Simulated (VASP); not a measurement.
**AgCl: single point with r2SCAN**

The system is AgCl.

```xyz
2
Lattice="-0.0361 2.7371 2.7371 2.7371 -0.0361 2.7371 2.7371 2.7371 -0.0361" Properties=species:S:1:pos:R:3 pbc="T T T"
Ag    0.0000    0.0000    0.0000
Cl    2.7191    2.7191    2.7191
```

This cell differs from its parent crystal: strain along [111] -1.9%.

```json
{
  "Program": "VASP 6.6.1",
  "Task": "single point",
  "Functional": "r2SCAN",
  "Potentials or basis": "VASP PAW PBE potentials, release 64 (Ag, Cl)",
  "Cutoff": "520 eV",
  "k mesh": "8 × 8 × 8",
  "Occupations": "gaussian, width 0.01 eV",
  "Spin": "no spin polarisation",
  "Dipole correction": "no",
  "Further INCAR settings": "ALGO = Normal; EDIFF = 1e-06; NBANDS = 16"
}
```

```yaml
Pressure: 0.9 GPa
Band_gap_on_the_k_mesh: 1.41 eV (least direct gap 3.75 eV)
```

Stress tensor (GPa, compression positive):
```
0.92 0.06 0.06
0.06 0.92 0.06
0.06 0.06 0.92
```

Levels at points of the mesh, in eV from the valence-band top:
```csv
k point,band 6,band 7,band 8,band 9,band 10,band 11,band 12,band 13
"(0.00, 0.00, 0.00)",-2.51,-2.49,-2.48,-2.48,1.41,11.23,11.23,11.48
"(0.50, 0.00, 0.00)",-2.15,-1.83,-0.04,-0.01,4.66,7.23,8.19,8.35
"(0.50, 0.50, 0.00)",-2.29,-2.03,-2.03,-1.90,2.88,8.31,9.29,12.37
"(0.50, 0.50, 0.50)",-2.14,-1.79,0.00,0.00,4.57,7.36,8.09,8.09
```

Wall time 2.7 min on 1 thread of AMD EPYC 7R13 Processor (Zen 3), with other jobs on the host, peak memory 0.17 GiB.

Caveat: the cell differs from its parent crystal (strain along [111] -1.9%); the PAW data sets were made with another functional, which shifts forces and pressure a little. A k mesh can miss the band edges.
